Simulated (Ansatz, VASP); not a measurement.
Two plane-wave programs on Ru

```
Ru
1.0
     2.69011    0.00000    0.00000
    -1.34505    2.32970    0.00000
     0.00000    0.00000   24.49960
Ru
5
Direct
  0.00000 0.00000 0.32900
  0.33333 0.66667 0.41264
  0.00000 0.00000 0.50000
  0.33333 0.66667 0.58736
  0.00000 0.00000 0.67100
```

Alike in both runs: task single point; functional PBEsol; k mesh 15 × 15 × 1; occupations fermi-dirac, width 0.05 eV; no spin polarisation.

```csv
,VASP,Ansatz
version,VASP 6.6.1,Ansatz 0.2.0
potentials or method,"VASP PAW PBE potentials, release 64 (Ru_pv)","PAW with Ansatz's default frozen-core files, scalar-relativistic"
plane-wave cutoff (eV),520,420
valence electrons in the cell,70,80
```

|  | VASP | Ansatz | Ansatz less VASP |
| --- | --- | --- | --- |
| rms of the force components (eV/Å) | 0.006 | 0.003 | -0.0025 |

VASP's potentials were made for PBE, not for PBEsol. Atom by atom the forces differ by 0.008 eV/Å (rms over components). VASP's potentials hold 70 valence electrons a cell and Ansatz's 80, so a difference there can come from the potentials and not from the codes.
